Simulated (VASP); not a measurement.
Wanted: the native input for a VASP 6.6.1 run.

- Task: single point
- Functional: PBE
- Dispersion: D3(BJ)
- Potentials or basis: VASP PAW PBE potentials, release 64 (C, F, H)
- Cutoff: 520 eV
- k mesh: 2 × 2 × 1
- Occupations: gaussian, width 0.05 eV
- Spin: no spin polarisation
- Dipole correction: no
- Further INCAR settings: LREAL = Auto; ALGO = Normal; EDIFF = 1e-06; NBANDS = 91

The structure of HC32F lies in POSCAR:

```
HC32F
1.0
    9.8640000000      0.0000000000      0.0000000000
   -4.9320000000      8.5424750000      0.0000000000
    0.0000000000      0.0000000000     12.0000000000
C F H
32 1 1
Direct
   -0.0024156645      0.0006642103      0.0804140000
    0.1641723032      0.0838214920      0.0804833333
   -0.0024152815      0.2507219512      0.0803755000
    0.1641725822      0.3341357159      0.0803552500
   -0.0023313418      0.5007300577      0.0804069167
    0.1643222920      0.5840768630      0.0803513333
   -0.0023400855      0.7507279799      0.0804215833
    0.1643196421      0.8340204683      0.0804305000
    0.2476402361      0.0006693610      0.0804894167
    0.4143561536      0.0840008311      0.0805873333
    0.2473734424      0.2505773795      0.0805351667
    0.4144115630      0.3341248292      0.0809269167
    0.2476498766      0.5007531190      0.0803059167
    0.4143445017      0.5841715662      0.0803624167
    0.2476673558      0.7507217756      0.0803801667
    0.4143440675      0.8340756046      0.0803847500
    0.4976946732      0.0007026067      0.0804955000
    0.6643491905      0.0840663859      0.0804857500
    0.4978194487      0.2505938853      0.0807656667
    0.6644121381      0.3340562308      0.0806601667
    0.4978461165      0.5010636847      0.0805720000
    0.6644479153      0.5841701615      0.0805490833
    0.4976943602      0.7508025484      0.0803693333
    0.6643474738      0.8340818088      0.0804002500
    0.7476835350      0.0007391301      0.0804275833
    0.9143236618      0.0840643959      0.0804085833
    0.7476923617      0.2507178540      0.0805193333
    0.9143177946      0.3340696929      0.0804112500
    0.7476890211      0.5007442223      0.0805775000
    0.9143291078      0.5840560259      0.0804731667
    0.7477000379      0.7507828820      0.0804219167
    0.9143262166      0.8340429442      0.0804003333
    0.3567265625      0.3219618436      0.3413817500
    0.3637018292      0.3191242585      0.2634692500
```

The input as run:

INCAR

```
SYSTEM = HC32F
ALGO = Normal
EDIFF = 1E-6
ENCUT = 520
GGA = PE
ISIF = 2
ISMEAR = 0
IVDW = 12
LASPH = .TRUE.
LCHARG = .FALSE.
LREAL = Auto
LWAVE = .FALSE.
NBANDS = 91
NELM = 100
PREC = Accurate
SIGMA = 0.05
```

KPOINTS

```
k-points
0
G
  2 2 1
  0 0 0
```

Potentials or basis: VASP PAW PBE potentials, release 64 (C, F, H).

Run with:

```sh
$ cat potpaw_PBE.64/C/POTCAR potpaw_PBE.64/F/POTCAR potpaw_PBE.64/H/POTCAR > POTCAR
$ mpirun -np 1 vasp_std > vasp.out
```

It gave:

```
Largest force              : 0.330 eV/Å
Band gap on the k mesh     : 1.93 eV
Dispersion energy per atom : -0.087 eV
```

Caveat: there is no dipole correction, which matters where the two faces differ.

Run time: 32 min on 1 thread of Intel Xeon 8259CL, on a shared host, peak memory 1.2 GiB.
